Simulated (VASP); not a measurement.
# InAs (rocksalt type) (Fm-3m) in VASP: notebook

InAs (rocksalt type) is run at these levels: r2SCAN; tasks: single point, relaxation of cell and atoms.

All numbers are computed with VASP 6.6.1; they aren't measurements. Logs are shortened: lines on timing, memory, paths and dates and some standing lists are left out, and cuts for length are marked.

## Step 1: The cell of the first run

Symmetry: Fm-3m, No. 225, cubic system. Conventional cell: a = 5.683 Å, b = 5.683 Å, c = 5.683 Å, α = 90.00°, β = 90.00°, γ = 90.00°. Within 3.7 Å of In (site symmetry m-3m) lie 6 As at 2.84 Å. Within 3.7 Å of As (site symmetry m-3m) lie 6 In at 2.84 Å.

## Step 2: Single point, r2SCAN

POSCAR

```
InAs
1.0
    0.0000000000      2.8417349919      2.8417349919
    2.8417349919      0.0000000000      2.8417349919
    2.8417349919      2.8417349919      0.0000000000
In As
1 1
Direct
    0.0000000000      0.0000000000      0.0000000000
    0.5000000000      0.5000000000      0.5000000000
```

INCAR.step1

```
PREC = Accurate ; ENCUT = 550
ISMEAR = -1 ; SIGMA = 0.05
LREAL = F ; LASPH = T
NELM = 120 ; NBANDS = 16
GGA = PE ; ALGO = Normal
EDIFF = 1E-5 ; LWAVE = T
LCHARG = F ; GGA_COMPAT = F
```

INCAR.step2

```
PREC = Accurate ; ENCUT = 550
EDIFF = 1E-6 ; ISMEAR = -1
SIGMA = 0.05 ; LREAL = F
LASPH = T ; NELM = 120
ALGO = Normal ; ISIF = 2
LWAVE = F ; LCHARG = F
METAGGA = R2SCAN ; LMIXTAU = T
NBANDS = 16 ; ISTART = 1
GGA_COMPAT = F
```

KPOINTS

```
regular mesh
0
Gamma
  13 13 13
```

Potentials or basis: VASP PAW PBE potentials, release 64 (In_d, As).

Command:

```sh
cat potpaw_PBE.64/In_d/POTCAR potpaw_PBE.64/As/POTCAR > POTCAR
cp INCAR.step1 INCAR
mpirun -np 1 vasp_std > vasp.out
cp INCAR.step2 INCAR
mpirun -np 1 vasp_std > vasp.out
```

OUTCAR:

```text
PREC = Accurate
   ENCUT = 550
   EDIFF = 1E-6
   ISMEAR = -1
   LREAL = F
   LASPH = T
   NELM = 120
   ISIF = 2
   METAGGA = R2SCAN
   ISTART = 1

 ion  position               nearest neighbor table
   1  0.000  0.000  0.000-   2 2.84   2 2.84   2 2.84   2 2.84   2 2.84   2 2.84
   2  0.500  0.500  0.500-   1 2.84   1 2.84   1 2.84   1 2.84   1 2.84   1 2.84

  LATTYP: Found a face centered cubic cell.
 ALAT       =     5.6834699838

  Lattice vectors:

 A1 = (   0.0000000000,   2.8417349919,   2.8417349919)
 A2 = (   2.8417349919,   0.0000000000,   2.8417349919)
 A3 = (   2.8417349919,   2.8417349919,   0.0000000000)

Analysis of symmetry for initial positions (statically):
=====================================================================
 Subroutine PRICEL returns:
 Original cell was already a primitive cell.

 Routine SETGRP: Setting up the symmetry group for a
 face centered cubic supercell.

 Subroutine GETGRP returns: Found 48 space group operations
 (whereof 48 operations were pure point group operations)
 out of a pool of 48 trial point group operations.

The static configuration has the point symmetry O_h .

Analysis of symmetry for dynamics (positions and initial velocities):
=====================================================================
 Subroutine PRICEL returns:
 Original cell was already a primitive cell.

 Routine SETGRP: Setting up the symmetry group for a
 face centered cubic supercell.

 Subroutine GETGRP returns: Found 48 space group operations
 (whereof 48 operations were pure point group operations)
 out of a pool of 48 trial point group operations.

The dynamic configuration has the point symmetry O_h .

 Subroutine INISYM returns: Found 48 space group operations
 (whereof 48 operations are pure point group operations),
 and found     1 'primitive' translations

----------------------------------------------------------------------------------------

                                     Primitive cell

  volume of cell :      45.8966

  direct lattice vectors                    reciprocal lattice vectors
     0.000000000  2.841734992  2.841734992    -0.175948849  0.175948849  0.175948849
     2.841734992  0.000000000  2.841734992     0.175948849 -0.175948849  0.175948849
     2.841734992  2.841734992  0.000000000     0.175948849  0.175948849 -0.175948849

  length of vectors
     4.018820166  4.018820166  4.018820166     0.304752345  0.304752345  0.304752345

  position of ions in fractional coordinates (direct lattice)
     0.000000000  0.000000000  0.000000000
     0.500000000  0.500000000  0.500000000

  ion indices of the primitive-cell ions
   primitive index   ion index
                 1           1
                 2           2

----------------------------------------------------------------------------------------

 KPOINTS: regular mesh

Automatic generation of k-mesh.
 Grid dimensions read from file:
 generate k-points for:   13   13   13

 Generating k-lattice:

  Cartesian coordinates                     Fractional coordinates (reciprocal lattice)
    -0.013534527  0.013534527  0.013534527     0.076923077  0.000000000  0.000000000
     0.013534527 -0.013534527  0.013534527     0.000000000  0.076923077  0.000000000
     0.013534527  0.013534527 -0.013534527     0.000000000  0.000000000  0.076923077

  Length of vectors
     0.023442488  0.023442488  0.023442488

  Shift w.r.t. Gamma in fractional coordinates (k-lattice)
     0.000000000  0.000000000  0.000000000

 Subroutine IBZKPT returns following result:
 ===========================================

 Found     84 irreducible k-points:

 Following reciprocal coordinates:
            Coordinates               Weight
  0.000000  0.000000  0.000000      1.000000
  0.076923  0.000000  0.000000      8.000000
  0.153846  0.000000  0.000000      8.000000
  0.230769  0.000000  0.000000      8.000000
  0.307692  0.000000  0.000000      8.000000
  0.384615  0.000000  0.000000      8.000000
[... 16 lines left out ...]
  0.384615  0.153846  0.000000     24.000000
  0.461538  0.153846  0.000000     24.000000
 [... further k-points ...]
   k-points           NKPTS =     84   k-points in BZ     NKDIM =     84   number of bands    NBANDS=     16
   number of dos      NEDOS =    301   number of ions     NIONS =      2
   total plane-waves  NPLWV =  32768
   dimension x,y,z NGX =    32 NGY =   32 NGZ =   32
   dimension x,y,z NGXF=    64 NGYF=   64 NGZF=   64
   ions per type =               1   1
   NGX,Y,Z   is equivalent  to a cutoff of  13.24, 13.24, 13.24 a.u.
   NGXF,Y,Z  is equivalent  to a cutoff of  26.47, 26.47, 26.47 a.u.
 SYSTEM =  unknown system
   PREC   = accura    normal or accurate (medium, high low for compatibility)
   ISTART =      1    job   : 0-new  1-cont  2-samecut
   ICHARG =      0    charge: 1-file 2-atom 10-const
   ISPIN  =      1    spin polarized calculation?
   LNONCOLLINEAR =      F non collinear calculations
   LSORBIT =      F    spin-orbit coupling
   LASPH  =      T    aspherical Exc in radial PAW
   ENCUT  =  550.0 eV  40.42 Ry    6.36 a.u.   7.68  7.68  7.68*2*pi/ulx,y,z
   NELM   =    120;   NELMIN=  2; NELMDL=  0     # of ELM steps
   EDIFF  = 0.1E-05   stopping-criterion for ELM
   LREAL  =      F    real-space projection
   EDIFFG = 0.1E-04   stopping-criterion for IOM
   NSW    =      0    number of steps for IOM
   IBRION =     -1    ionic relax: 0-MD 1-quasi-New 2-CG
   NFREE  =      0    steps in history (QN), initial steepest desc. (CG)
   ISIF   =      2    stress and relaxation
   ISYM   =      2    0-nonsym 1-usesym 2-fastsym
   POTIM  = 0.5000    time-step for ionic-motion
   TEBEG  =    0.0;   TEEND  =   0.0 temperature during run
   PSTRESS=    0.0 pullay stress
   NELECT =      18.0000    total number of electrons
   NUPDOWN=      -1.0000    fix difference up-down
   EMIN   =  10.00;   EMAX   =-10.00  energy-range for DOS
   EFERMI =   0.00;   METHOD = LEGACY
   ISMEAR =    -1;   SIGMA  =   0.05  broadening in eV -4-tet -1-fermi 0-gaus
   EFERMI_NEDOS =   21; number of points for ismear=-14 and -15
   IALGO  =     38    algorithm
   IMIX   =      4    mixing-type and parameters
     AMIX     =   0.40;   BMIX     =  1.00
     AMIX_MAG =   1.60;   BMIX_MAG =  1.00
  volume/ion in A,a.u.               =      22.95       154.86
  Fermi-wavevector in a.u.,A,eV,Ry     =   1.198318  2.264493 19.537505  1.435966
  Thomas-Fermi vector in A             =   2.334210
   LORBIT       =      0    0 simple, 1 ext, 2 COOP (PROOUT), +10 PAW based schemes
   METAGGA = R2SCAN    functional components
   LHFCALC =     F    Hartree Fock is set to
   AEXX    =    0.0000 exact exchange contribution
   IVDW    =     0    specifies the selected vdW correction
   LEPSILON=     F    determine dielectric tensor
   LRPA    =     F    only Hartree local field effects (RPA)
 non-spin polarized calculation
  energy-cutoff  :      550.00
  volume of cell :       45.90
 maximum number of plane-waves:      1363
   NGX = 15   NGY = 15   NGZ = 15

 number of electron      18.0000005 magnetization

 Free energy of the ion-electron system (eV)
  ---------------------------------------------------
  ext. energy  EPLUGINS =         0.00000000
  ---------------------------------------------------
  free energy    TOTEN  =       -37.58432947 eV

  energy without entropy =      -37.57566482  energy(sigma->0) =      -37.57999715

 E-fermi :   6.1474     XC(G=0): -10.8550

 val. band max:        6.1290849210   @ k =   0.3077   0.0000   0.0000
 cond. band min:       6.1611548638   @ k =  -0.4615   0.0769   0.0000
 fundamental gap:      0.0320699428
 Fermi energy:         6.1473511202

 k-point     1 :       0.0000    0.0000    0.0000
  band No.  band energies     occupation
      1      -8.7591      2.00000
      2      -8.7591      2.00000
      3      -8.7237      2.00000
      4      -8.7237      2.00000
      5      -8.7237      2.00000
      6      -6.6566      2.00000
[... 8 lines left out ...]
     15      14.4226      0.00000
     16      14.4226      0.00000

 k-point     2 :       0.0769    0.0000    0.0000
  band No.  band energies     occupation
      1      -8.7619      2.00000
      2      -8.7619      2.00000
      3      -8.7237      2.00000
      4      -8.7209      2.00000
      5      -8.7209      2.00000
      6      -6.5865      2.00000
[... 8 lines left out ...]
     15      14.2452      0.00000
     16      14.4956      0.00000

 k-point     3 :       0.1538    0.0000    0.0000
  band No.  band energies     occupation
      1      -8.7707      2.00000
      2      -8.7707      2.00000
      3      -8.7243      2.00000
      4      -8.7121      2.00000
      5      -8.7121      2.00000
      6      -6.3793      2.00000
[... 8 lines left out ...]
     15      14.6062      0.00000
     16      14.6063      0.00000

 k-point     4 :       0.2308    0.0000    0.0000
  band No.  band energies     occupation
      1      -8.7843      2.00000
      2      -8.7843      2.00000
      3      -8.7257      2.00000
      4      -8.6983      2.00000
      5      -8.6983      2.00000
      6      -6.0478      2.00000
[... 8 lines left out ...]
     15      15.2985      0.00000
     16      15.2985      0.00000
[... 324 lines left out ...]
 k-point    22 :       0.3077    0.1538    0.0000
  band No.  band energies     occupation
      1      -8.8557      2.00000
      2      -8.7626      2.00000
      3      -8.7338      2.00000
      4      -8.6899      2.00000
      5      -8.6791      2.00000
      6      -5.6324      2.00000
[... 8 lines left out ...]
     15      17.0781      0.00000
     16      17.3553      0.00000

 k-point    23 :       0.3846    0.1538    0.0000
  band No.  band energies     occupation
      1      -8.8721      2.00000
      2      -8.7768      2.00000
      3      -8.7301      2.00000
      4      -8.6837      2.00000
      5      -8.6660      2.00000
      6      -5.1883      2.00000
[... 8 lines left out ...]
     15      17.9325      0.00000
     16      18.3327      0.00000

 k-point    24 :       0.4615    0.1538    0.0000
  band No.  band energies     occupation
      1      -8.8783      2.00000
      2      -8.7912      2.00000
      3      -8.7255      2.00000
      4      -8.6793      2.00000
      5      -8.6587      2.00000
      6      -4.7697      2.00000
[... 8 lines left out ...]
     15      19.0239      0.00000
     16      19.1421      0.00000

 [... further k-points ...]

------------------------ aborting loop because EDIFF is reached ----------------------------------------

  FORCE on cell =-STRESS in cart. coord.  units (eV):
  Direction    XX          YY          ZZ          XY          YZ          ZX
  --------------------------------------------------------------------------------------
  -------------------------------------------------------------------------------------
  Total        0.0370995      0.0370995      0.0370995      0.0000000      0.0000000      0.0000000
  in kB        1.2950829      1.2950829      1.2950829      0.0000000      0.0000000      0.0000000
  external PRESSURE =       1.2950829 kB  Pullay stress =       0.0000000 kB

 VOLUME and BASIS-vectors are now :
 -----------------------------------------------------------------------------
  energy-cutoff  :      550.00
  volume of cell :       45.90
      direct lattice vectors                 reciprocal lattice vectors
     0.000000000  2.841734992  2.841734992    -0.175948849  0.175948849  0.175948849
     2.841734992  0.000000000  2.841734992     0.175948849 -0.175948849  0.175948849
     2.841734992  2.841734992  0.000000000     0.175948849  0.175948849 -0.175948849

 POSITION                                       TOTAL-FORCE (eV/Angst)
 -----------------------------------------------------------------------------------
      0.00000      0.00000      0.00000         0.000000     -0.000000      0.000000
      2.84173      2.84173      2.84173        -0.000000      0.000000     -0.000000
 -----------------------------------------------------------------------------------
    total drift:                                0.000000     -0.000000     -0.000000

  FREE ENERGIE OF THE ION-ELECTRON SYSTEM (eV)
  ---------------------------------------------------
  free  energy   TOTEN  =       -37.5843294688 eV

  energy  without entropy=      -37.5756648246  energy(sigma->0) =      -37.57999715
```

Wall time 3.2 min (1 thread of AMD EPYC 7R13 (Zen 3), shared host); peak memory 0.2 GiB.

What came out:

```yaml
Free_energy: -37.5843 eV
Pressure: 0.1 GPa
Band_gap_on_the_k_mesh: zero (bands 9 and 10 overlap by 2.77 eV)
```

Caveat: the PAW data sets were made with another functional, which shifts forces and pressure a little; spin-orbit coupling is left out, which moves the levels of the heavy elements.

## Step 3: Relaxation of cell and atoms, r2SCAN

This run uses another cell than the first one, of 20.43 Å³/atom.

POSCAR

```
InAs
1.0
    0.0000000000      2.7338947002      2.7338947002
    2.7338947002      0.0000000000      2.7338947002
    2.7338947002      2.7338947002      0.0000000000
In As
1 1
Direct
    0.0000000000      0.0000000000      0.0000000000
    0.5000000000      0.5000000000      0.5000000000
```

INCAR.step1

```
ALGO = Normal ; EDIFF = 1E-5
EDIFFG = -0.005 ; ENCUT = 550
GGA = PE ; GGA_COMPAT = F
IBRION = 2 ; ISIF = 3
ISMEAR = -1 ; LASPH = T
LCHARG = F ; LREAL = F
LWAVE = T ; NELM = 120
NELMIN = 4 ; NSW = 100
PREC = Accurate ; SIGMA = 0.05
```

INCAR.step2

```
ALGO = Normal ; EDIFF = 1E-7
EDIFFG = -0.005 ; ENCUT = 550
GGA_COMPAT = F ; IBRION = 2
ISIF = 3 ; ISMEAR = -1
ISTART = 1 ; LASPH = T
LCHARG = F ; LMIXTAU = T
LREAL = F ; LWAVE = F
METAGGA = R2SCAN ; NELM = 120
NELMIN = 4 ; NSW = 60
PREC = Accurate ; SIGMA = 0.05
```

KPOINTS

```
k-points
0
Gamma
  13 13 13
```

Potentials or basis: VASP PAW PBE potentials, release 64 (In_d, As).

Command:

```sh
cat potpaw_PBE.64/In_d/POTCAR potpaw_PBE.64/As/POTCAR > POTCAR
cp INCAR.step1 INCAR
mpirun -np 1 vasp_std > vasp.out
cp INCAR.step2 INCAR
mpirun -np 1 vasp_std > vasp.out
```

It took 13 min on 1 thread of AMD EPYC 7R13 (Zen 3), shared host; peak memory 0.19 GiB.

It converged, with:

```yaml
Free_energy: -37.5824 eV
Relaxed_volume: 23.00 Å³/atom
Relaxed_cell: a = 4.022 Å, b = 4.022 Å, c = 4.022 Å, α = 60.00°, β = 60.00°, γ = 60.00°
Space_group_after_relaxing_to_0.1_Å: Fm-3m (No. 225)
Energy_gained_by_relaxing: 80.0 meV/atom
Ionic_steps: 3
Pressure_after_relaxing: 0.0 GPa
Band_gap_on_the_k_mesh: zero (bands 9 and 10 overlap by 2.76 eV)
```

Step by step:
| step | energy change (eV) | largest force (eV/Å) | pressure (GPa) | volume (Å³) |
| --- | --- | --- | --- | --- |
| 1 | 0.0000 | 0.0000 | 11.27 | 40.87 |
| 2 | -0.0942 | 0.0000 | -4.87 | 49.97 |
| 3 | -0.1600 | 0.0000 | -0.02 | 45.99 |

Final structure:
```
In As
1.0
     0.00000    2.84373    2.84373
     2.84373    0.00000    2.84373
     2.84373    2.84373    0.00000
In As
1 1
Cartesian
  0.0000 0.0000 0.0000
  2.8437 2.8437 2.8437
```

Levels at points of the mesh, in eV from the Fermi level:
| k point | band 7 | band 8 | band 9 | band 10 | band 11 | band 12 |
| --- | --- | --- | --- | --- | --- | --- |
| (0.00, 0.00, 0.00) | -0.24 | -0.24 | -0.24 | 0.07 | 7.69 | 7.69 |

Caveat: the PAW data sets were made with another functional, which shifts forces and pressure a little; spin-orbit coupling is left out, which moves the levels of the heavy elements.

The gap in the log of VASP goes by the Fermi energy; the results here count the filled bands.